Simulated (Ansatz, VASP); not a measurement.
Two plane-wave programs on Si

INCAR

```
ALGO = Normal
EDIFF = 1E-8
ENCUT = 520
GGA = PE
ISIF = 2
ISMEAR = -1
LASPH = True
LCHARG = False
LEFG = True
LREAL = False
LWAVE = False
NBANDS = 8
NELM = 100
PREC = Accurate
SIGMA = 0.05
```

The input KPOINTS:

```
k-points
0
Gamma
  18 18 18
```

File POSCAR:

```
Si
1.0
   -1.5567582832      1.5567582832      1.5567582832
    1.5567582832     -1.5567582832      1.5567582832
    1.5567582832      1.5567582832     -1.5567582832
Si
1
Direct
    0.0000000000      0.0000000000      0.0000000000
```

Input for Ansatz:

```yaml
crystal:
  lattice:
    - [-1.5567582832, 1.5567582832, 1.5567582832]
    - [1.5567582832, -1.5567582832, 1.5567582832]
    - [1.5567582832, 1.5567582832, -1.5567582832]
  atoms:
    - { symbol: Si, position: [0.0, 0.0, 0.0] }
kpoints:
  mp_grid: { grid: [18, 18, 18] }
scf:
  occupations: { method: fermi_dirac, width: 0.05 }
hamiltonian:
  xc: pbe
  pseudopotentials: { kind: paw }
output:
  forces: true
  stress: true
  eigenvalues: true
  efg: { contact_densities: true }
```

Change from the starting cell: volume scaled by 1.03, PAW files.

Alike in both runs: task electric field gradients; functional PBE; k mesh 18 × 18 × 18; occupations fermi-dirac, width 0.05 eV; no spin polarisation.

|  | VASP | Ansatz |
| --- | --- | --- |
| version | VASP 6.6.1 | Ansatz 0.2.0 |
| potentials or method | VASP PAW PBE potentials, release 64 (Si) | PAW with Ansatz's default frozen-core files, scalar-relativistic |
| plane-wave cutoff (eV) | 520 | 420 |
| valence electrons in the cell | 4 | 4 |

```csv
,VASP,Ansatz,Ansatz less VASP
pressure (GPa),-2.6,-2.6,+0.01
```
